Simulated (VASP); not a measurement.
A run of VASP 6.6.1 is set up as follows.

Contents of INCAR:

```
ALGO = Normal ; EDIFF = 1E-7
EDIFFG = -0.01 ; ENCUT = 600
GGA = RP ; IBRION = 2
ISIF = 3 ; ISMEAR = -1
LASPH = True ; LCHARG = False
LREAL = False ; LWAVE = False
NELM = 60 ; NSW = 80
PREC = Accurate ; SIGMA = 0.1
```

KPOINTS

```
k-points
0
Gamma
  10 10 3
```

The input POSCAR:

```
Na
1.0
    3.7640418302      0.0000000000      0.0000000000
   -1.8820209151      3.2597558458      0.0000000000
    0.0000000000      0.0000000000     12.2933606174
Na
4
Direct
    0.0000000000      0.0000000000      0.0000000000
    0.0000000000      0.0000000000      0.5000000000
    0.3333333333      0.6666666667      0.2500000000
    0.6666666667      0.3333333333      0.7500000000
```

Potentials or basis: VASP PAW PBE potentials, release 64 (Na_pv).

Run with:

```bash
$ cat potpaw_PBE.64/Na_pv/POTCAR > POTCAR
$ mpirun -np 1 vasp_std > vasp.out
```

Task: Predict the space group after relaxing (to 0.1 Å).

Result: P6_3/mmc (No. 194).

Task: Predict the band gap on the k mesh.

Result: Zero (bands 14 and 15 overlap by 3.55 eV).

Task: What does it give for the relaxed volume?

Result: 39.68 Å³/atom.

Final structure:
```cif
data_structure
_symmetry_space_group_name_H-M 'P 1'
_symmetry_Int_Tables_number 1
_cell_length_a 3.8322
_cell_length_b 3.8322
_cell_length_c 12.4801
_cell_angle_alpha 90.000
_cell_angle_beta 90.000
_cell_angle_gamma 120.000
_cell_volume 158.72
loop_
_atom_site_label
_atom_site_type_symbol
_atom_site_fract_x
_atom_site_fract_y
_atom_site_fract_z
_atom_site_occupancy
Na1 Na 0.00000 0.00000 0.00000 1
Na2 Na 0.00000 0.00000 0.50000 1
Na3 Na 0.33333 0.66667 0.25000 1
Na4 Na 0.66667 0.33333 0.75000 1
```

Caveat: the PAW data sets were made with another functional, which shifts forces and pressure a little.
